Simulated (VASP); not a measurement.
Runs of VASP 6.6.1 on SiC2F. The structure is that of space group P6/mmm (No. 191), or close to it. The cells are those of the table. 

```tsv
task	spin	cell	k mesh	cutoff (eV)	gap on the mesh (eV)	pressure (GPa)	moment (μB)
single point	collinear, ferromagnetic start	a = 4.728, b = 4.728, c = 3.101 Å, angles 90.0, 90.0, 120.0°, 4 atoms	6 × 6 × 6	520	none	(a)	0.68
relaxation of cell and atoms	off	relaxed from a = 4.728, b = 4.728, c = 3.101 Å, angles 90.0, 90.0, 120.0°, 4 atoms	6 × 6 × 6	600	none	0.0	-
single point	off	a = 3.528, b = 3.528, c = 3.844 Å, angles 90.0, 90.0, 120.0°, 4 atoms	6 × 6 × 6	520	none	0.1	-
single point	off	a = 4.728, b = 4.728, c = 3.101 Å, angles 90.0, 90.0, 120.0°, 4 atoms	6 × 6 × 6	520	none	-1.3	-
single point	collinear, ferromagnetic start	a = 3.528, b = 3.528, c = 3.844 Å, angles 90.0, 90.0, 120.0°, 4 atoms	6 × 6 × 4	520	none	0.1	0.00
```

Alike in all rows: level PBE; potentials or basis VASP PAW PBE potentials, release 64 (Si, C, F); smearing gaussian 0.1 eV.

Task: Fill in the values left out.

Result: (a) -1.4.

Caveats: some runs use coarse meshes; an odd number of electrons without spin polarisation forces a metal (some runs); a magnetic or distorted state may lie lower (some runs).

A gap of «none» marks levels without a gap at the run's occupations.
